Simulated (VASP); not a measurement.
# LiSi16 (a cell with a defect) in VASP: notebook, part 2 of 2

VASP 6.6.1. The steps go on from the part before.

### 3 Single point, PBE

File INCAR:

```
PREC = Accurate
ENCUT = 520
EDIFF = 1E-6
ISMEAR = 0
SIGMA = 0.02
LREAL = Auto
LASPH = T
NELM = 100
ALGO = Normal
ISIF = 2
LWAVE = F
LCHARG = F
GGA = PE
NELECT = 66.0
NBANDS = 48
```

File KPOINTS:

```
regular mesh
0
Gamma
  2 2 2
```

File POSCAR:

```
LiSi16
1.0
    0.0000000000      5.4300000000      5.4300000000
    5.4300000000      0.0000000000      5.4300000000
    5.4300000000      5.4300000000      0.0000000000
Si Li
16 1
Direct
   -0.0002020258      0.0043662983     -0.0051198895
    0.1173546961      0.1263265193      0.1290222836
   -0.0160248619      0.0056802947      0.5054572744
    0.1212105893      0.1362744936      0.6215549724
   -0.0003943831      0.4999083794     -0.0049790976
    0.1313916206      0.6316476059      0.1042400552
    0.0084883978      0.5081062615      0.4765279926
    0.1216814917      0.6215746777      0.6216857274
    0.4925788214     -0.0070740331      0.0207325967
    0.6261438306      0.1264589319      0.1287976059
    0.5052696133      0.0050379374      0.5053012891
    0.6161443831      0.1162679558      0.6505001842
    0.5040891344      0.5001399632     -0.0052217311
    0.6260197053      0.6177103131      0.1289657459
    0.5057978821      0.4840175875      0.5053997238
    0.6366858195      0.6209988950      0.6214504604
    0.3463197974      0.8463765193      0.4604527624
```

Potentials or basis: VASP PAW PBE potentials, release 64 (Si, Li_sv).

Run with:

```
$ cat potpaw_PBE.64/Si/POTCAR potpaw_PBE.64/Li_sv/POTCAR > POTCAR
$ mpirun -np 1 vasp_std > vasp.out
```

OUTCAR:

```text
PREC = Accurate
   ENCUT = 520
   EDIFF = 1E-6
   ISMEAR = 0
   LREAL = Auto
   LASPH = T
   NELM = 100
   ISIF = 2
   GGA = PE
   NELECT = 66.0

 ion  position               nearest neighbor table
   1  1.000  0.004  0.995-   6 2.34   4 2.34  10 2.34   2 2.34
   2  0.117  0.126  0.129-   5 2.34   1 2.34   9 2.36   3 2.36
   3  0.984  0.006  0.505-  12 2.31  17 2.33   2 2.36   4 2.41   8 2.41
   4  0.121  0.136  0.622-   7 2.34   1 2.34   3 2.41  11 2.41  17 2.50
   5  1.000  0.500  0.995-   6 2.34   8 2.34   2 2.34  14 2.34
   6  0.131  0.632  0.104-   7 2.33  13 2.34   1 2.34   5 2.34
   7  0.008  0.508  0.477-   6 2.33  16 2.34   8 2.34   4 2.34
   8  0.122  0.622  0.622-   7 2.34   5 2.34   3 2.41  15 2.41  17 2.49
   9  0.493  0.993  0.021-  12 2.32  10 2.35  14 2.36   2 2.36  17 2.76
  10  0.626  0.126  0.129-   1 2.34  13 2.34   9 2.35  11 2.36
  11  0.505  0.005  0.505-  12 2.31  17 2.33  10 2.36  16 2.41   4 2.41
  12  0.616  0.116  0.651-  11 2.31  15 2.31   3 2.31   9 2.32
  13  0.504  0.500  0.995-   6 2.34  16 2.34  10 2.34  14 2.34
  14  0.626  0.618  0.129-   5 2.34  13 2.34   9 2.36  15 2.36
  15  0.506  0.484  0.505-  12 2.31  17 2.33  14 2.36  16 2.41   8 2.41
[... 208 lines left out ...]
  band No.  band energies     occupation
      1     -40.2937      2.00000
      2      -5.9154      2.00000
      3      -3.6703      2.00000
      4      -3.6101      2.00000
      5      -3.6096      2.00000
      6      -3.5777      2.00000
[... 373 lines left out ...]
     44      10.2895      0.00000
     45      10.3322      0.00000
 [bands above 45 left out]

------------------------ aborting loop because EDIFF is reached ----------------------------------------

  FORCE on cell =-STRESS in cart. coord.  units (eV):
  Direction    XX          YY          ZZ          XY          YZ          ZX
  --------------------------------------------------------------------------------------
  -------------------------------------------------------------------------------------
  Total       -0.9019212     -0.9135430     -0.8562691     -0.5400701      0.5804855      0.5824251
  in kB       -4.5128372     -4.5709879     -4.2844133     -2.7022855      2.9045074      2.9142122
  external PRESSURE =      -4.4560795 kB  Pullay stress =       0.0000000 kB

 VOLUME and BASIS-vectors are now :
 -----------------------------------------------------------------------------
  energy-cutoff  :      520.00
  volume of cell :      320.21
      direct lattice vectors                 reciprocal lattice vectors
     0.000000000  5.430000000  5.430000000    -0.092081031  0.092081031  0.092081031
     5.430000000  0.000000000  5.430000000     0.092081031 -0.092081031  0.092081031
     5.430000000  5.430000000  0.000000000     0.092081031  0.092081031 -0.092081031

 POSITION                                       TOTAL-FORCE (eV/Angst)
 -----------------------------------------------------------------------------------
      5.42591     10.83110      5.45261         0.018427      0.032007     -0.028033
      1.38654      1.33783      1.32319         0.021551      0.023581     -0.022965
      2.77548      8.08762      5.37383         0.047277      0.028493     -0.060921
      4.11501      4.03322      1.39814        -0.006374      0.043050     -0.040374
      8.11747     10.83082      8.14236         0.034663      0.036131     -0.005921
      3.99587      1.27948      4.14330         0.030422      0.029376     -0.026669
[... 9 lines left out ...]
      6.74650      6.83168      6.82923         0.048330     -0.014141     -0.045599
      7.09608      4.38077      6.47634        -0.427786     -0.422547      0.450656
 -----------------------------------------------------------------------------------
    total drift:                               -0.007274     -0.009250      0.002739

  FREE ENERGIE OF THE ION-ELECTRON SYSTEM (eV)
  ---------------------------------------------------
  free  energy   TOTEN  =       -93.2527037182 eV

  energy  without entropy=      -93.2527037182  energy(sigma->0) =      -93.25270372
```

OSZICAR:

```text
N       E                     dE             d eps       ncg     rms          rms(c)
DAV:   1     0.173237374276E+03    0.17324E+03   -0.25087E+04   768   0.116E+03
DAV:   2    -0.755631463699E+02   -0.24880E+03   -0.23178E+03   928   0.187E+02
DAV:   3    -0.936796562286E+02   -0.18117E+02   -0.17796E+02  1112   0.428E+01
DAV:   4    -0.948348195009E+02   -0.11552E+01   -0.11444E+01  1224   0.969E+00
DAV:   5    -0.948644140357E+02   -0.29595E-01   -0.29588E-01  1032   0.144E+00    0.142E+01
DAV:   6    -0.937402509208E+02    0.11242E+01   -0.93747E-01   896   0.322E+00    0.870E+00
DAV:   7    -0.932369988755E+02    0.50325E+00   -0.14977E+00   936   0.368E+00    0.108E+00
DAV:   8    -0.932467858277E+02   -0.97870E-02   -0.14378E-01   888   0.139E+00    0.503E-01
DAV:   9    -0.932507164400E+02   -0.39306E-02   -0.11254E-02   952   0.382E-01    0.243E-01
DAV:  10    -0.932520815428E+02   -0.13651E-02   -0.16922E-03   880   0.137E-01    0.115E-01
DAV:  11    -0.932526625468E+02   -0.58100E-03   -0.60763E-04   896   0.902E-02    0.318E-02
DAV:  12    -0.932526976048E+02   -0.35058E-04   -0.65708E-05   936   0.291E-02    0.133E-02
DAV:  13    -0.932527031389E+02   -0.55341E-05   -0.15251E-05   944   0.139E-02    0.383E-03
DAV:  14    -0.932527037182E+02   -0.57940E-06   -0.69698E-07   600   0.314E-03
   1 F= -.93252704E+02 E0= -.93252704E+02  d E =-.520189E-28
```

Run time: 4.3 min. Hardware: 1 thread of Intel Xeon 6975P-C (Granite Rapids), shared host; peak memory 0.47 GiB.

What came out:

```
Free energy   : -93.2527 eV
Largest force : 0.751 eV/Å
```

Forces in eV/Å, atoms in the order of the input:
```
Si   0.018  0.032 -0.028
Si   0.022  0.024 -0.023
Si   0.047  0.028 -0.061
Si  -0.006  0.043 -0.040
Si   0.035  0.036 -0.006
Si   0.030  0.029 -0.027
Si   0.039  0.038 -0.049
Si   0.031  0.031 -0.020
Si   0.008  0.008 -0.011
Si   0.029  0.028 -0.019
Si   0.036  0.034 -0.042
Si   0.009  0.015  0.028
Si   0.029  0.024 -0.026
Si   0.022  0.022 -0.024
Si   0.031  0.044 -0.059
Si   0.048 -0.014 -0.046
Li  -0.428 -0.423  0.451
```

Caveat: the k points lie up to 0.50 Å⁻¹ apart; the cell carries a net charge on a neutralising background, which shifts energy and pressure; the cell is charged against a uniform background, so pressure and absolute levels hang on convention; the cutoff is under 1.25 times the usual one of these potentials, so pressure, stress and relaxed cells hold a basis-set (Pulay) error.

### 4 Single point, PBE

File INCAR:

```
SYSTEM = LiSi16
PREC = Accurate
ENCUT = 520
EDIFF = 1E-7
ISMEAR = 0
SIGMA = 0.02
LREAL = Auto
LASPH = .True.
NELM = 100
ALGO = Normal
ISIF = 2
LWAVE = .False.
LCHARG = .True.
GGA = PE
LELF = .True.
LVHAR = .True.
NELECT = 66.0
NBANDS = 48
```

File KPOINTS:

```
regular mesh
0
Gamma
  2 2 2
  0 0 0
```

File POSCAR:

```
LiSi16
1.0
    0.0000000000      5.4300000000      5.4300000000
    5.4300000000      0.0000000000      5.4300000000
    5.4300000000      5.4300000000      0.0000000000
Si Li
16 1
Direct
   -0.0017465009      0.0072746777     -0.0042280847
    0.1204337937      0.1248809392      0.1294312155
   -0.0109570902      0.0037412523      0.5030441989
    0.1197109576      0.1409203499      0.6191347145
   -0.0017480663      0.4983274401     -0.0042097606
    0.1319935543      0.6320653775      0.1035200737
    0.0085465930      0.5086357274      0.4737615101
    0.1197089319      0.6198015654      0.6191525783
    0.4931898711     -0.0067292818      0.0198780847
    0.6248036832      0.1248801105      0.1294090239
    0.5036524862      0.0037449355      0.5030163904
    0.6171803867      0.1172800184      0.6478045120
    0.5072029466      0.4983298343     -0.0042335175
    0.6248044199      0.6205149171      0.1294265193
    0.5036494475      0.4891398711      0.5030382136
    0.6408321363      0.6198039595      0.6191293738
    0.2785493554      0.7786406998      0.6637414365
```

Run with:

```
$ cat potpaw_PBE.64/Si/POTCAR potpaw_PBE.64/Li_sv/POTCAR > POTCAR
$ mpirun -np 1 vasp_std > vasp.out
```

Wall time 5.5 min (1 thread of Intel Xeon 6975P-C (Granite Rapids), shared host); peak memory 0.47 GiB.

It converged, with:

```yaml
Free_energy: -93.2517 eV
Largest_force: 0.754 eV/Å
```

Forces on the atoms (eV/Å):
```
Si  -0.045 -0.034  0.034
Si  -0.019  0.008  0.020
Si  -0.047 -0.016  0.047
Si  -0.021 -0.046  0.045
Si  -0.034 -0.034  0.044
Si  -0.005 -0.005  0.005
Si   0.008  0.009 -0.007
Si  -0.045 -0.045  0.021
Si  -0.023 -0.023  0.022
Si  -0.019 -0.019 -0.007
Si  -0.047 -0.047  0.017
Si  -0.049 -0.049  0.050
Si  -0.034 -0.044  0.034
Si   0.008 -0.019  0.020
Si  -0.016 -0.047  0.047
Si  -0.046 -0.021  0.046
Li   0.435  0.434 -0.436
```

Levels at points of the mesh, in eV from the Fermi level:
```
           k point  band 30  band 31  band 32  band 33  band 34  band 35  band 36  band 37
(0.00, 0.00, 0.00)    -1.24    -0.21    -0.16    -0.16     0.31     0.48     0.48     0.57
(0.50, 0.00, 0.00)    -1.00    -0.98    -0.92    -0.89     0.99     1.15     1.30     1.34
(0.00, 0.50, 0.00)    -1.00    -0.98    -0.92    -0.89     0.99     1.15     1.30     1.34
(0.00, 0.00, 0.50)    -0.97    -0.97    -0.89    -0.89     1.11     1.12     1.12     1.53
(0.50, 0.50, 0.50)    -1.00    -0.98    -0.92    -0.89     0.99     1.15     1.30     1.34
(0.50, 0.50, 0.00)    -1.56    -1.55    -1.48    -1.43     0.87     0.96     2.02     2.12
(0.00, 0.50, 0.50)    -1.56    -1.55    -1.48    -1.43     0.87     0.96     2.02     2.12
(0.50, 0.00, 0.50)    -1.56    -1.55    -1.48    -1.43     0.87     0.96     2.02     2.12
```

Caveat: the k points lie up to 0.50 Å⁻¹ apart; the cell carries a net charge on a neutralising background, which shifts energy and pressure; the cell is charged against a uniform background, so pressure and absolute levels hang on convention; the cutoff is under 1.25 times the usual one of these potentials, so pressure, stress and relaxed cells hold a basis-set (Pulay) error.
